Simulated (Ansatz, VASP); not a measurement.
**Two plane-wave programs on Li3IF2**

```xyz
6
Lattice="6.1795 0.0000 0.0000 -3.0898 5.3516 0.0000 0.0000 0.0000 5.4990" Properties=species:S:1:pos:R:3 pbc="T T T"
Li    3.0898    0.0000    2.7495
Li   -1.5449    2.6758    2.7495
Li    1.5449    2.6758    2.7495
I     0.0000    0.0000    2.7495
F     0.0000    3.5678    2.7495
F     3.0898    1.7839    2.7495
```

Alike in both runs: functional PBE; k mesh 6 × 6 × 4; occupations gaussian, width 0.02 eV; no spin polarisation.

Ansatz relaxed the structure, and its values are those at the end. VASP's run is a single point on that final structure, the one shown.

```csv
,VASP,Ansatz
version,VASP 6.6.1,Ansatz 0.2.0
potentials or method,"VASP PAW PBE potentials, release 64 (Li_sv, I, F), cutoff 520 eV","scalar-relativistic, plane waves, PAW"
valence electrons in the cell,30,40
```

|  | VASP | Ansatz | Ansatz less VASP |
| --- | --- | --- | --- |
| gap on the k mesh at the Fermi level (eV) | 3.87 | 3.86 | -0.002 |
| least direct gap on the mesh (eV) | 3.87 | 3.86 | -0.002 |

VASP's potentials hold 30 valence electrons a cell and Ansatz's 40, so a difference there can come from the potentials and not from the codes.

Spin-orbit coupling is off throughout. Noted on VASP's run: the cutoff is short for stress, so the pressure is rough.
